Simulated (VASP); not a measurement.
# Cs2SnI6 (Fm-3m) in VASP: a series of runs, part 2 of 2

VASP 6.6.1. Earlier steps stand in the parts before.

## (3) Relaxation of cell and atoms, PBEsol

This run uses another cell than the first one, of 48.45 Å³/atom.

The input, INCAR:

```
PREC = Accurate ; ENCUT = 500
EDIFF = 1E-7 ; ISMEAR = 0
SIGMA = 0.01 ; LREAL = F
LASPH = T ; NELM = 120
ALGO = Normal ; ISIF = 3
LWAVE = F ; LCHARG = F
GGA = PS ; IBRION = 2
NSW = 70 ; EDIFFG = -0.005
GGA_COMPAT = F ; NELMIN = 4
```

The input, KPOINTS:

```
regular mesh
0
Gamma
  6 6 6
```

The input, POSCAR:

```
Cs2SnI6
1.0
    0.0000000000      6.0185605848      6.0185605848
    6.0185605848      0.0000000000      6.0185605848
    6.0185605848      6.0185605848      0.0000000000
Cs Sn I
2 1 6
Direct
    0.2500000000      0.2500000000      0.2500000000
    0.7500000000      0.7500000000      0.7500000000
    0.0000000000      0.0000000000      0.0000000000
    0.7581581463      0.2418418537      0.2418418537
    0.2418418537      0.7581581463      0.2418418537
    0.2418418537      0.7581581463      0.7581581463
    0.7581581463      0.2418418537      0.7581581463
    0.2418418537      0.2418418537      0.7581581463
    0.7581581463      0.7581581463      0.2418418537
```

Potentials or basis: VASP PAW PBE potentials, release 64 (Cs_sv, Sn_d, I).

Launch:

```sh
> cat potpaw_PBE.64/Cs_sv/POTCAR potpaw_PBE.64/Sn_d/POTCAR potpaw_PBE.64/I/POTCAR > POTCAR
> mpirun -np 1 vasp_std > vasp.out
```

OUTCAR:

```text
PREC = Accurate
   ENCUT = 500
   EDIFF = 1E-7
   ISMEAR = 0
   LREAL = F
   LASPH = T
   NELM = 120
   ISIF = 3
   GGA = PS
   IBRION = 2
   NSW = 70
   EDIFFG = -0.005
   NELMIN = 4

 ion  position               nearest neighbor table
   1  0.250  0.250  0.250-
   2  0.750  0.750  0.750-
   3  0.000  0.000  0.000-   4 2.91   5 2.91   6 2.91   7 2.91   8 2.91   9 2.91
   4  0.758  0.242  0.242-   3 2.91
   5  0.242  0.758  0.242-   3 2.91
   6  0.242  0.758  0.758-   3 2.91
   7  0.758  0.242  0.758-   3 2.91
   8  0.242  0.242  0.758-   3 2.91
   9  0.758  0.758  0.242-   3 2.91

  LATTYP: Found a face centered cubic cell.
 ALAT       =    12.0371211696

  Lattice vectors:

 A1 = (   0.0000000000,   6.0185605848,   6.0185605848)
 A2 = (   6.0185605848,   0.0000000000,   6.0185605848)
 A3 = (   6.0185605848,   6.0185605848,   0.0000000000)

Analysis of symmetry for initial positions (statically):
=====================================================================
 Subroutine PRICEL returns:
 Original cell was already a primitive cell.

 Routine SETGRP: Setting up the symmetry group for a
 face centered cubic supercell.

 Subroutine GETGRP returns: Found 48 space group operations
 (whereof 48 operations were pure point group operations)
 out of a pool of 48 trial point group operations.

The static configuration has the point symmetry O_h .

Analysis of symmetry for dynamics (positions and initial velocities):
=====================================================================
 Subroutine PRICEL returns:
 Original cell was already a primitive cell.

 Routine SETGRP: Setting up the symmetry group for a
 face centered cubic supercell.

 Subroutine GETGRP returns: Found 48 space group operations
[... 125 lines left out ...]
   IALGO  =     38    algorithm
   IMIX   =      4    mixing-type and parameters
     AMIX     =   0.40;   BMIX     =  1.00
     AMIX_MAG =   1.60;   BMIX_MAG =  1.00
  volume/ion in A,a.u.               =      48.45       326.94
  Fermi-wavevector in a.u.,A,eV,Ry     =   0.906392  1.712833 11.177820  0.821547
  Thomas-Fermi vector in A             =   2.030074
   LORBIT       =      0    0 simple, 1 ext, 2 COOP (PROOUT), +10 PAW based schemes
   GGA     = PS    functional components
   LHFCALC =     F    Hartree Fock is set to
   AEXX    =    0.0000 exact exchange contribution
   IVDW    =     0    specifies the selected vdW correction
   LEPSILON=     F    determine dielectric tensor
   LRPA    =     F    only Hartree local field effects (RPA)
 conjugate gradient relaxation of ions
 non-spin polarized calculation
 Gauss-broadening in eV      SIGMA  =   0.01
  energy-cutoff  :      500.00
  volume of cell :      436.02
 maximum number of plane-waves:     11113
 NGX is ok and might be reduce to    64
   NGX = 31   NGY = 31   NGZ = 31

--------------------------------------- Ionic step        1  -------------------------------------------

 number of electron      74.0000011 magnetization

 Free energy of the ion-electron system (eV)
  ---------------------------------------------------
  ext. energy  EPLUGINS =         0.00000000
  ---------------------------------------------------
  free energy    TOTEN  =       -24.71528731 eV

  energy without entropy =      -24.71528731  energy(sigma->0) =      -24.71528731

------------------------ aborting loop because EDIFF is reached ----------------------------------------

  FORCE on cell =-STRESS in cart. coord.  units (eV):
  Direction    XX          YY          ZZ          XY          YZ          ZX
  --------------------------------------------------------------------------------------
  -------------------------------------------------------------------------------------
  Total       -3.1285672     -3.1285672     -3.1285672     -0.0000000      0.0000000      0.0000000
  in kB      -11.4960373    -11.4960373    -11.4960373     -0.0000000      0.0000000      0.0000000
  external PRESSURE =     -11.4960373 kB  Pullay stress =       0.0000000 kB
[... 110 lines left out ...]
  FREE ENERGIE OF THE ION-ELECTRON SYSTEM (eV)
  ---------------------------------------------------
  free  energy   TOTEN  =       -24.8157541800 eV

  energy  without entropy=      -24.8157541800  energy(sigma->0) =      -24.81575418

[... ionic steps 4 to 7 ...]

--------------------------------------- Ionic step        8  -------------------------------------------

 number of electron      74.0000001 magnetization

------------------------ aborting loop because EDIFF is reached ----------------------------------------
[... 81 lines left out ...]
--------------------------------------- Ionic step       10  -------------------------------------------

 number of electron      74.0000000 magnetization

 Free energy of the ion-electron system (eV)
  ---------------------------------------------------
  ext. energy  EPLUGINS =         0.00000000
  ---------------------------------------------------
  free energy    TOTEN  =       -24.88222140 eV

  energy without entropy =      -24.88212713  energy(sigma->0) =      -24.88217426

 E-fermi :   1.9818     XC(G=0):  -8.2209

 val. band max:        1.9773139747   @ k =   0.0000   0.0000   0.0000
 cond. band min:       2.2688876050   @ k =   0.1667   0.0000   0.0000
 fundamental gap:      0.2915736302
 Fermi energy:         1.9817689542

 k-point     1 :       0.0000    0.0000    0.0000
  band No.  band energies     occupation
      1     -19.3732      2.00000
      2     -19.3732      2.00000
      3     -19.3198      2.00000
      4     -19.3198      2.00000
      5     -19.3198      2.00000
      6     -18.4137      2.00000
[... 777 lines left out ...]
  FREE ENERGIE OF THE ION-ELECTRON SYSTEM (eV)
  ---------------------------------------------------
  free  energy   TOTEN  =       -24.8822213951 eV

  energy  without entropy=      -24.8821271287  energy(sigma->0) =      -24.88217426

 reached required accuracy - stopping structural energy minimisation
```

CONTCAR:

```text
Cs2SnI6
   1.00000000000000
     0.0000000000000000    5.7809910930017772    5.7809910930017772
     5.7809910930017772   -0.0000000000000000    5.7809910930017772
     5.7809910930017772    5.7809910930017772   -0.0000000000000001
  Cs              Sn              I
     2     1     6
Direct
     0.2500000000000000    0.2500000000000000    0.2500000000000000
     0.7500000000000000    0.7500000000000000    0.7500000000000000
     0.0000000000000000    0.0000000000000000    0.0000000000000000
     0.7517281633651914    0.2482718366348087    0.2482718366348087
     0.2482718366348087    0.7517281633651914    0.2482718366348087
     0.2482718366348087    0.7517281633651914    0.7517281633651914
     0.7517281633651914    0.2482718366348087    0.7517281633651914
     0.2482718366348087    0.2482718366348087    0.7517281633651914
     0.7517281633651914    0.7517281633651914    0.2482718366348087

  0.00000000E+00  0.00000000E+00  0.00000000E+00
  0.00000000E+00  0.00000000E+00  0.00000000E+00
  0.00000000E+00  0.00000000E+00  0.00000000E+00
  0.00000000E+00  0.00000000E+00  0.00000000E+00
  0.00000000E+00  0.00000000E+00  0.00000000E+00
  0.00000000E+00  0.00000000E+00  0.00000000E+00
  0.00000000E+00  0.00000000E+00  0.00000000E+00
  0.00000000E+00  0.00000000E+00  0.00000000E+00
  0.00000000E+00  0.00000000E+00  0.00000000E+00
```

Wall time 47 min (1 thread of Oxide Virtual Turin-like, shared host); peak memory 0.78 GiB.

Results:

```
Free energy                           : -24.8822 eV
Relaxed volume                        : 42.93 Å³/atom
Relaxed cell                          : a = 8.176 Å, b = 8.176 Å, c = 8.176 Å, α = 60.00°, β = 60.00°, γ = 60.00°
Space group after relaxing (to 0.1 Å) : Fm-3m (No. 225)
Energy gained by relaxing             : 18.5 meV/atom
Ionic steps                           : 10
Pressure after relaxing               : 0.0 GPa
Band gap on the k mesh                : zero (filled and empty bands touch)
```

Step by step:
```tsv
step	energy change (eV)	largest force (eV/Å)	pressure (GPa)	volume (Å³)
1	0.0000	0.1646	-1.15	436.02
2	-0.0984	0.1629	-0.25	414.45
3	-0.1005	0.2220	-0.08	411.12
4	-0.1152	0.1989	-0.08	407.76
5	-0.1489	0.1288	-0.03	397.77
6	-0.1607	0.0160	0.22	378.28
7	-0.1659	0.0479	0.11	385.71
8	-0.1660	0.0394	0.12	384.68
9	-0.1649	0.0535	-0.18	389.01
10	-0.1669	0.0016	0.00	386.40
```

Final structure:
```
Cs Sn I
1.0
     0.00000    5.78099    5.78099
     5.78099    0.00000    5.78099
     5.78099    5.78099    0.00000
Cs Sn I
2 1 6
Direct
  0.25000 0.25000 0.25000
  0.75000 0.75000 0.75000
  0.00000 0.00000 0.00000
  0.75173 0.24827 0.24827
  0.24827 0.75173 0.24827
  0.24827 0.75173 0.75173
  0.75173 0.24827 0.75173
  0.24827 0.24827 0.75173
  0.75173 0.75173 0.24827
```

Caveat: semilocal functionals underestimate gaps, and a narrow one can read as zero; the PAW data sets were made with another functional, which shifts forces and pressure a little; spin-orbit coupling is left out, which moves the levels of the heavy elements.

The gap in the log of VASP goes by the Fermi energy; the results here count the filled bands.